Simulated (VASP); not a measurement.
## LiNbO3: single point with r2SCAN

Crystal: LiNbO3.

```
CELL_PARAMETERS angstrom
2.56583 1.48138 4.51808
-2.56583 1.48138 4.51808
0.00000 -2.96276 4.51808
ATOMIC_POSITIONS crystal
Li 0.25000 0.25000 0.25000
Li 0.75000 0.75000 0.75000
Nb 0.00000 0.00000 0.00000
Nb 0.50000 0.50000 0.50000
O 0.12339 0.37661 0.75000
O 0.75000 0.12339 0.37661
O 0.37661 0.75000 0.12339
O 0.25000 0.87661 0.62339
O 0.87661 0.62339 0.25000
O 0.62339 0.25000 0.87661
```

```json
{
  "Program": "VASP 6.6.1",
  "Task": "single point",
  "Functional": "r2SCAN",
  "Potentials or basis": "VASP PAW PBE potentials, release 64 (Li_sv, Nb_sv, O)",
  "Cutoff": "520 eV",
  "k mesh": "6 × 6 × 6",
  "Occupations": "gaussian, width 0.02 eV",
  "Spin": "no spin polarisation",
  "Dipole correction": "no",
  "Further INCAR settings": "ALGO = Normal; EDIFF = 1e-06; NBANDS = 45"
}
```

```yaml
Largest_force: 0.016 eV/Å
Band_gap_on_the_k_mesh: 3.07 eV (least direct gap 3.14 eV)
```

Forces in eV/Å, atoms in the order of the input:
```
Li   0.000  0.000  0.000
Li   0.000  0.000  0.000
Nb   0.000  0.000  0.000
Nb   0.000  0.000  0.000
O    0.016  0.000  0.000
O   -0.008  0.014  0.000
O   -0.008 -0.014  0.000
O    0.008 -0.014  0.000
O   -0.016  0.000  0.000
O    0.008  0.014  0.000
```

Levels at points of the mesh, in eV from the valence-band top:
| k point | band 30 | band 31 | band 32 | band 33 | band 34 | band 35 | band 36 | band 37 | band 38 | band 39 |
| --- | --- | --- | --- | --- | --- | --- | --- | --- | --- | --- |
| (0.00, 0.00, 0.00) | -0.34 | -0.34 | -0.20 | -0.20 | -0.01 | 3.13 | 3.13 | 3.27 | 5.21 | 5.21 |
| (0.50, 0.00, 0.00) | -0.53 | -0.29 | -0.29 | -0.21 | -0.21 | 4.71 | 4.71 | 4.76 | 4.76 | 4.96 |
| (0.50, 0.50, 0.00) | -1.08 | -0.94 | -0.46 | -0.32 | -0.29 | 3.07 | 4.09 | 4.47 | 4.93 | 5.65 |
| (0.50, 0.50, 0.50) | -0.61 | -0.32 | -0.32 | -0.32 | -0.32 | 4.74 | 4.74 | 5.05 | 5.05 | 5.05 |

Run time: 27 min on 1 thread of Intel Xeon 8259CL (shared host), peak memory 0.3 GiB.

Caveat: the PAW data sets were made with another functional, which shifts forces and pressure a little. A k mesh can miss the band edges.
